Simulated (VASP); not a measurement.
# BaRu3 (I4/mmm) in VASP: single point with PBE

Aim: the single point of BaRu3 with PBE.

Program: VASP 6.6.1. These are calculated values, not measurements. Logs are shortened: lines on timing, memory, paths and dates and some standing lists are left out, and cuts for length are marked.

### 1 The cell of the first run

Symmetry: I4/mmm, No. 139, tetragonal system. Conventional cell: a = 4.421 Å, b = 4.421 Å, c = 7.301 Å, α = 90.00°, β = 90.00°, γ = 90.00°. Within 3.8 Å of Ba (site symmetry 4/mmm) lie 14 Ru at 2.87 to 3.65 Å. Within 3.8 Å of Ru (site symmetry 4/mmm) lie 8 Ru at 2.87 Å and 6 Ba at 3.13 to 3.65 Å. Within 3.8 Å of Ru (site symmetry -4m2) lie 4 Ba at 2.87 Å and 10 Ru at 2.87 to 3.65 Å.

### 2 Single point, PBE

File INCAR:

```
PREC     = Accurate       # precision mode
ENCUT    = 520            # plane-wave cutoff, eV
EDIFF    = 1E-6           # SCF threshold, eV
ISMEAR   = 0              # smearing method
SIGMA    = 0.1            # smearing width, eV
LREAL    = False          # projectors in reciprocal space
LASPH    = True           # aspherical terms in the spheres
NELM     = 100            # most SCF steps
ALGO     = Fast           # electronic algorithm
ISIF     = 2              # what is computed and relaxed
LWAVE    = False          # write WAVECAR
LCHARG   = True           # write CHGCAR
GGA      = PE             # functional
LELF     = True           # ELF
LVHAR    = True         
NBANDS   = 34             # bands
```

File KPOINTS:

```
regular mesh
0
Gamma
  14 14 14
```

File POSCAR:

```
BaRu3
1.0
   -2.2104389982      2.2104389982      3.6505903116
    2.2104389982     -2.2104389982      3.6505903116
    2.2104389982      2.2104389982     -3.6505903116
Ba Ru
1 3
Direct
    0.0000000000      0.0000000000      0.0000000000
    0.5000000000      0.5000000000      0.0000000000
    0.2500000000      0.7500000000      0.5000000000
    0.7500000000      0.2500000000      0.5000000000
```

Potentials or basis: VASP PAW PBE potentials, release 64 (Ba_sv, Ru_pv).

On the command line:

```bash
cat potpaw_PBE.64/Ba_sv/POTCAR potpaw_PBE.64/Ru_pv/POTCAR > POTCAR
mpirun -np 1 vasp_std > vasp.out
```

OUTCAR:

```text
PREC = Accurate
   ENCUT = 520
   EDIFF = 1E-6
   ISMEAR = 0
   LREAL = False
   LASPH = True
   NELM = 100
   ISIF = 2
   GGA = PE

 ion  position               nearest neighbor table
   1  0.000  0.000  0.000-   4 2.87   3 2.87   3 2.87   4 2.87   3 2.87   4 2.87   4 2.87   3 2.87
                             2 3.13   2 3.13   2 3.13   2 3.13   2 3.65   2 3.65
   2  0.500  0.500  0.000-   3 2.87   4 2.87   3 2.87   4 2.87   3 2.87   4 2.87   3 2.87   4 2.87
                             1 3.13   1 3.13   1 3.13   1 3.13   1 3.65   1 3.65
   3  0.250  0.750  0.500-   1 2.87   2 2.87   1 2.87   2 2.87   1 2.87   2 2.87   1 2.87   2 2.87
                             4 3.13   4 3.13   4 3.13   4 3.13
   4  0.750  0.250  0.500-   2 2.87   1 2.87   1 2.87   2 2.87   1 2.87   2 2.87   2 2.87   1 2.87
                             3 3.13   3 3.13   3 3.13   3 3.13

  LATTYP: Found a body centered tetragonal cell.
 ALAT       =     4.4208779964
 C/A-ratio  =     1.6515227584

  Lattice vectors:

 A1 = (  -2.2104389982,   2.2104389982,   3.6505903116)
 A2 = (   2.2104389982,  -2.2104389982,   3.6505903116)
 A3 = (   2.2104389982,   2.2104389982,  -3.6505903116)

Analysis of symmetry for initial positions (statically):
=====================================================================
 Subroutine PRICEL returns:
 Original cell was already a primitive cell.

 Routine SETGRP: Setting up the symmetry group for a
 body centered tetragonal supercell.

 Subroutine GETGRP returns: Found 16 space group operations
 (whereof 16 operations were pure point group operations)
 out of a pool of 16 trial point group operations.

The static configuration has the point symmetry D_4h.

Analysis of symmetry for dynamics (positions and initial velocities):
=====================================================================
 Subroutine PRICEL returns:
 Original cell was already a primitive cell.

 Routine SETGRP: Setting up the symmetry group for a
 body centered tetragonal supercell.

 Subroutine GETGRP returns: Found 16 space group operations
 (whereof 16 operations were pure point group operations)
 out of a pool of 16 trial point group operations.

The dynamic configuration has the point symmetry D_4h.

 Subroutine INISYM returns: Found 16 space group operations
 (whereof 16 operations are pure point group operations),
 and found     1 'primitive' translations

----------------------------------------------------------------------------------------

                                     Primitive cell

  volume of cell :      71.3477

  direct lattice vectors                    reciprocal lattice vectors
    -2.210438998  2.210438998  3.650590312     0.000000000  0.226199411  0.136964150
     2.210438998 -2.210438998  3.650590312     0.226199411  0.000000000  0.136964150
     2.210438998  2.210438998 -3.650590312     0.226199411  0.226199411  0.000000000

  length of vectors
     4.806130538  4.806130538  4.806130538     0.264434022  0.264434022  0.319894275

  position of ions in fractional coordinates (direct lattice)
     0.000000000  0.000000000  0.000000000
     0.500000000  0.500000000  0.000000000
     0.250000000  0.750000000  0.500000000
     0.750000000  0.250000000  0.500000000

  ion indices of the primitive-cell ions
   primitive index   ion index
                 1           1
                 2           2
                 3           3
                 4           4

----------------------------------------------------------------------------------------

 KPOINTS: regular mesh

Automatic generation of k-mesh.
 Grid dimensions read from file:
 generate k-points for:   14   14   14

 Generating k-lattice:

  Cartesian coordinates                     Fractional coordinates (reciprocal lattice)
     0.000000000  0.016157101  0.009783154     0.071428571  0.000000000  0.000000000
     0.016157101  0.000000000  0.009783154     0.000000000  0.071428571  0.000000000
     0.016157101  0.016157101  0.000000000     0.000000000  0.000000000  0.071428571

  Length of vectors
     0.018888144  0.018888144  0.022849591

  Shift w.r.t. Gamma in fractional coordinates (k-lattice)
     0.000000000  0.000000000  0.000000000

 Subroutine IBZKPT returns following result:
 ===========================================

 Found    244 irreducible k-points:

 Following reciprocal coordinates:
            Coordinates               Weight
  0.000000  0.000000  0.000000      1.000000
  0.071429  0.000000 -0.000000      8.000000
  0.142857  0.000000  0.000000      8.000000
  0.214286  0.000000  0.000000      8.000000
  0.285714  0.000000  0.000000      8.000000
  0.357143  0.000000 -0.000000      8.000000
[... 16 lines left out ...]
  0.214286  0.142857  0.000000     16.000000
  0.285714  0.142857  0.000000     16.000000
 [... further k-points ...]
   k-points           NKPTS =    244   k-points in BZ     NKDIM =    244   number of bands    NBANDS=     34
   number of dos      NEDOS =    301   number of ions     NIONS =      4
   total plane-waves  NPLWV =  46656
   dimension x,y,z NGX =    36 NGY =   36 NGZ =   36
   dimension x,y,z NGXF=    72 NGYF=   72 NGZF=   72
   ions per type =               1   3
   NGX,Y,Z   is equivalent  to a cutoff of  12.45, 12.45, 12.45 a.u.
   NGXF,Y,Z  is equivalent  to a cutoff of  24.91, 24.91, 24.91 a.u.
 SYSTEM =  unknown system
   PREC   = accura    normal or accurate (medium, high low for compatibility)
   ISTART =      0    job   : 0-new  1-cont  2-samecut
   ICHARG =      2    charge: 1-file 2-atom 10-const
   ISPIN  =      1    spin polarized calculation?
   LNONCOLLINEAR =      F non collinear calculations
   LSORBIT =      F    spin-orbit coupling
   LASPH  =      T    aspherical Exc in radial PAW
   ENCUT  =  520.0 eV  38.22 Ry    6.18 a.u.   8.94  8.94  8.94*2*pi/ulx,y,z
   NELM   =    100;   NELMIN=  2; NELMDL= -5     # of ELM steps
   EDIFF  = 0.1E-05   stopping-criterion for ELM
   LREAL  =      F    real-space projection
   EDIFFG = 0.1E-04   stopping-criterion for IOM
   NSW    =      0    number of steps for IOM
   IBRION =     -1    ionic relax: 0-MD 1-quasi-New 2-CG
   NFREE  =      0    steps in history (QN), initial steepest desc. (CG)
   ISIF   =      2    stress and relaxation
   ISYM   =      2    0-nonsym 1-usesym 2-fastsym
   POTIM  = 0.5000    time-step for ionic-motion
   TEBEG  =    0.0;   TEEND  =   0.0 temperature during run
   PSTRESS=    0.0 pullay stress
   NELECT =      52.0000    total number of electrons
   NUPDOWN=      -1.0000    fix difference up-down
   EMIN   =  10.00;   EMAX   =-10.00  energy-range for DOS
   EFERMI =   0.00;   METHOD = LEGACY
   ISMEAR =     0;   SIGMA  =   0.10  broadening in eV -4-tet -1-fermi 0-gaus
   EFERMI_NEDOS =   21; number of points for ismear=-14 and -15
   IALGO  =     68    algorithm
   IMIX   =      4    mixing-type and parameters
     AMIX     =   0.40;   BMIX     =  1.00
     AMIX_MAG =   1.60;   BMIX_MAG =  1.00
  volume/ion in A,a.u.               =      17.84       120.37
  Fermi-wavevector in a.u.,A,eV,Ry     =   1.473271  2.784078 29.531808  2.170527
  Thomas-Fermi vector in A             =   2.588184
   LORBIT       =      0    0 simple, 1 ext, 2 COOP (PROOUT), +10 PAW based schemes
   GGA     = PE    functional components
   LHFCALC =     F    Hartree Fock is set to
   AEXX    =    0.0000 exact exchange contribution
   IVDW    =     0    specifies the selected vdW correction
   LEPSILON=     F    determine dielectric tensor
   LRPA    =     F    only Hartree local field effects (RPA)
 non-spin polarized calculation
 RMM-DIIS sequential band-by-band and
 Gauss-broadening in eV      SIGMA  =   0.10
  energy-cutoff  :      520.00
  volume of cell :       71.35
 maximum number of plane-waves:      1942
   NGX = 17   NGY = 17   NGZ = 17

 number of electron      51.9999996 magnetization

 Free energy of the ion-electron system (eV)
  ---------------------------------------------------
  ext. energy  EPLUGINS =         0.00000000
  ---------------------------------------------------
  free energy    TOTEN  =       -24.68372403 eV

  energy without entropy =      -24.64753577  energy(sigma->0) =      -24.66562990

 E-fermi :   8.6472     XC(G=0): -12.5044

 val. band max:        8.6467862593   @ k =  -0.3571   0.3571   0.0000
 cond. band min:       8.6474714176   @ k =  -0.2143  -0.4286   0.2143
 fundamental gap:      0.0006851584
 Fermi energy:         8.6471546604

 k-point     1 :       0.0000    0.0000    0.0000
  band No.  band energies     occupation
      1     -33.9194      2.00000
      2     -33.7958      2.00000
      3     -33.7958      2.00000
      4     -33.6907      2.00000
      5     -33.6907      2.00000
      6     -33.6235      2.00000
[... 26 lines left out ...]
     33      15.0744      0.00000
     34      15.3406      0.00000

 k-point     2 :       0.0714    0.0000   -0.0000
  band No.  band energies     occupation
      1     -33.9194      2.00000
      2     -33.7984      2.00000
      3     -33.7977      2.00000
      4     -33.6878      2.00000
      5     -33.6869      2.00000
      6     -33.6219      2.00000
[... 26 lines left out ...]
     33      14.8678      0.00000
     34      15.8058      0.00000

 k-point     3 :       0.1429    0.0000    0.0000
  band No.  band energies     occupation
      1     -33.9193      2.00000
      2     -33.8045      2.00000
      3     -33.8027      2.00000
      4     -33.6803      2.00000
      5     -33.6770      2.00000
      6     -33.6175      2.00000
[... 26 lines left out ...]
     33      14.6907      0.00000
     34      15.3527      0.00000
[... 704 lines left out ...]
 k-point    23 :       0.2143    0.1429    0.0000
  band No.  band energies     occupation
      1     -33.9161      2.00000
      2     -33.8221      2.00000
      3     -33.8188      2.00000
      4     -33.6522      2.00000
      5     -33.6470      2.00000
      6     -33.6101      2.00000
[... 26 lines left out ...]
     33      13.7684      0.00000
     34      15.4154      0.00000

 k-point    24 :       0.2857    0.1429    0.0000
  band No.  band energies     occupation
      1     -33.9164      2.00000
      2     -33.8251      2.00000
      3     -33.8232      2.00000
      4     -33.6409      2.00000
      5     -33.6365      2.00000
      6     -33.6280      2.00000
[... 26 lines left out ...]
     33      14.0665      0.00000
     34      15.2624      0.00000

 [... further k-points ...]

------------------------ aborting loop because EDIFF is reached ----------------------------------------

  FORCE on cell =-STRESS in cart. coord.  units (eV):
  Direction    XX          YY          ZZ          XY          YZ          ZX
  --------------------------------------------------------------------------------------
  -------------------------------------------------------------------------------------
  Total        1.8338591      1.8338591      1.6132562      0.0000000     -0.0000000     -0.0000000
  in kB       41.1809538     41.1809538     36.2271173      0.0000000     -0.0000000     -0.0000000
  external PRESSURE =      39.5296750 kB  Pullay stress =       0.0000000 kB

 VOLUME and BASIS-vectors are now :
 -----------------------------------------------------------------------------
  energy-cutoff  :      520.00
  volume of cell :       71.35
      direct lattice vectors                 reciprocal lattice vectors
    -2.210438998  2.210438998  3.650590312     0.000000000  0.226199411  0.136964150
     2.210438998 -2.210438998  3.650590312     0.226199411  0.000000000  0.136964150
     2.210438998  2.210438998 -3.650590312     0.226199411  0.226199411  0.000000000

 POSITION                                       TOTAL-FORCE (eV/Angst)
 -----------------------------------------------------------------------------------
      0.00000      0.00000      0.00000         0.000000      0.000000      0.000000
      0.00000      0.00000      3.65059         0.000000      0.000000      0.000000
      2.21044      0.00000      1.82530         0.000000      0.000000      0.000000
      0.00000      2.21044      1.82530        -0.000000     -0.000000     -0.000000
 -----------------------------------------------------------------------------------
    total drift:                               -0.000000      0.000000      0.000000

  FREE ENERGIE OF THE ION-ELECTRON SYSTEM (eV)
  ---------------------------------------------------
  free  energy   TOTEN  =       -24.6837240312 eV

  energy  without entropy=      -24.6475357695  energy(sigma->0) =      -24.66562990
```

Run time: 21 min. Hardware: 1 thread of Intel Xeon 8259CL, shared host; peak memory 0.59 GiB.

Results:

```
Free energy            : -24.6837 eV
Pressure               : 4.0 GPa
Band gap on the k mesh : zero (bands 26 and 27 overlap by 0.75 eV)
```

Stress tensor (GPa, compression positive):
```
4.12 0.00 0.00
0.00 4.12 0.00
0.00 0.00 3.62
```

Caveat: the cell stands under pressure; spin-orbit coupling is left out, which moves the levels of the heavy elements.
